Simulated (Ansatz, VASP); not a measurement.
Cd4Te in VASP and in Ansatz

```
Cd Te
1.0
     5.81830    0.00000    0.00000
     0.00000    5.81830    0.00000
     0.00000    0.00000    5.81830
Cd Te
4 1
Direct
  0.00000 0.50000 0.50000
  0.50000 0.00000 0.50000
  0.50000 0.50000 0.00000
  0.00000 0.00000 0.00000
  0.50000 0.50000 0.50000
```

Alike in both runs: task relaxation of cell and atoms; functional PBE; k mesh 6 × 6 × 6; occupations gaussian, width 0.1 eV; no spin polarisation.

|  | VASP | Ansatz |
| --- | --- | --- |
| version | VASP 6.6.1 | Ansatz 0.2.0 |
| potentials or method | VASP PAW PBE potentials, release 64 (Cd, Te), cutoff 600 eV | scalar-relativistic, plane waves, PAW |
| valence electrons in the cell | 54 | 96 |

|  | VASP | Ansatz | Ansatz less VASP |
| --- | --- | --- | --- |
| gap on the k mesh at the Fermi level, each at its own relaxed structure (eV) | none | none | - |
| relaxed volume (Å³/atom) | 39.39 | 39.39 | 0.000 |
| relaxed cell length with the largest relative difference (Å) | 5.818 | 5.818 | 0.0000 |

A gap of «none» marks a metal or a gap that the smearing closes. VASP's potentials hold 54 valence electrons a cell and Ansatz's 96, so a difference there can come from the potentials and not from the codes.

Spin-orbit coupling is off throughout. Noted on VASP's run: the relaxation stopped at its first step, so nothing moved.
